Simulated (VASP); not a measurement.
WS2, 6 atoms in the cell. The structure is hexagonal, space group P6_3/mmc (No. 194). The conventional cell has a = 3.180 Å, b = 3.180 Å, c = 12.500 Å, α = 90.00°, β = 90.00°, γ = 120.00°. Within 3.2 Å of W (site symmetry -6m2) lie 6 S at 2.41 Å and 6 W at 3.18 Å. S (site symmetry 3m) has 3 W at 2.41 Å and 7 S at 3.12 to 3.18 Å within 3.2 Å. 

```yaml
Program: VASP 6.6.1
Task: single point
Functional: r2SCAN
Potentials_or_basis: VASP PAW PBE potentials, release 64 (W_sv, S)
Cutoff: 520 eV
k_mesh: 10 × 10 × 3
Occupations: fermi-dirac, width 0.05 eV
Spin: no spin polarisation
Dipole_correction: no
Further_INCAR_settings: ALGO = Normal; EDIFF = 1e-06; NBANDS = 35
```

Potentials or basis: VASP PAW PBE potentials, release 64 (W_sv, S).

Launch:

```console
$ cat potpaw_PBE.64/W_sv/POTCAR potpaw_PBE.64/S/POTCAR > POTCAR
$ cp INCAR.step1 INCAR
$ mpirun -np 1 vasp_std > vasp.out
$ cp INCAR.step2 INCAR
$ mpirun -np 1 vasp_std > vasp.out
```

Hardware: 1 thread of Intel(R) Xeon(R) 6975P-C (Granite Rapids), on a shared host.

How long does it take, and how much memory?

It took 2.5 min on 1 thread of Intel(R) Xeon(R) 6975P-C (Granite Rapids) (shared host), peak memory 0.28 GiB. Counts: k points 28.
